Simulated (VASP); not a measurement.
Here is a VASP 6.6.1 calculation.

INCAR

```
PREC = Accurate
ENCUT = 520
EDIFF = 1E-6
ISMEAR = 0
SIGMA = 0.05
LREAL = False
LASPH = True
NELM = 100
ALGO = Normal
ISIF = 2
LWAVE = False
LCHARG = False
GGA = PS
NBANDS = 28
```

The input KPOINTS:

```
regular mesh
0
Gamma
  8 6 6
```

POSCAR

```
SnO
1.0
    3.3550050000      0.0000000000      0.0000000000
    0.0000000000      5.6741040000      0.0000000000
    0.0000000000      0.0000000000      4.2219700000
Sn O
2 2
Direct
    0.0860431310      0.2827848977      0.5815185111
    0.5860431310      0.8189668977      0.0815185111
    0.0000000000      0.8912500000      0.7368570000
    0.5000000000      0.1087500000      0.2368570000
```

Potentials or basis: VASP PAW PBE potentials, release 64 (Sn_d, O).

The run is started by

```bash
$ cat potpaw_PBE.64/Sn_d/POTCAR potpaw_PBE.64/O/POTCAR > POTCAR
$ mpirun -np 1 vasp_std > vasp.out
```

Estimate the band gap on the k mesh.

0.39 eV (least direct gap 0.54 eV).

What does it give for the largest force?

7.155 eV/Å.

Stress tensor (GPa, compression positive):
```
-3.81 -2.54 -2.71
-2.54  9.12  6.24
-2.71  6.24 -4.18
```

Caveat: the cell differs from its parent crystal (all Sn atoms moved +0.500 Å, as atom 1 along Cartesian [1 1 1]); the PAW data sets were made with another functional, which shifts forces and pressure a little; spin-orbit coupling is left out, which moves the levels of the heavy elements. A k mesh can miss the band edges.
